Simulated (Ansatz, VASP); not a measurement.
One calculation of GdO, two programs

```xyz
2
Lattice="3.2750 0.0000 0.0000 -1.6375 2.8363 0.0000 0.0000 0.0000 3.1884" Properties=species:S:1:pos:R:3 pbc="T T T"
Gd    1.6375    0.9454    1.5942
O     0.0000    0.0000    0.0000
```

Change from the starting cell: species swapped into the WC type (P-6m2, No. 187).

Alike in both runs: task single point; functional PBE; k mesh 6 × 6 × 6; occupations gaussian, width 0.1 eV; collinear spin.

|  | VASP | Ansatz |
| --- | --- | --- |
| version | VASP 6.6.1 | Ansatz 0.2.0 |
| potentials or method | VASP PAW PBE potentials, release 64 (Gd, O), cutoff 520 eV | scalar-relativistic, plane waves, PAW |
| valence electrons in the cell | 24 | 24 |

Ansatz gave:

- gap on the k mesh at the Fermi level (eV): none
- pressure (GPa): 4.4
- traceless stress, the component that is largest in VASP (GPa): -2.05
- net moment per atom (μB): 3.76

Estimate VASP's values.

gap on the k mesh at the Fermi level (eV): none; pressure (GPa): 4.5; traceless stress, the component that is largest in VASP (GPa): -1.96; net moment per atom (μB): 3.76.

A gap of «none» marks a metal or a gap that the smearing closes. The functional is the same, so the differences come from potentials, cutoffs and numerics.

The k mesh is coarse, so the values compare programs but aren't converged. Neither program's run includes spin-orbit coupling.
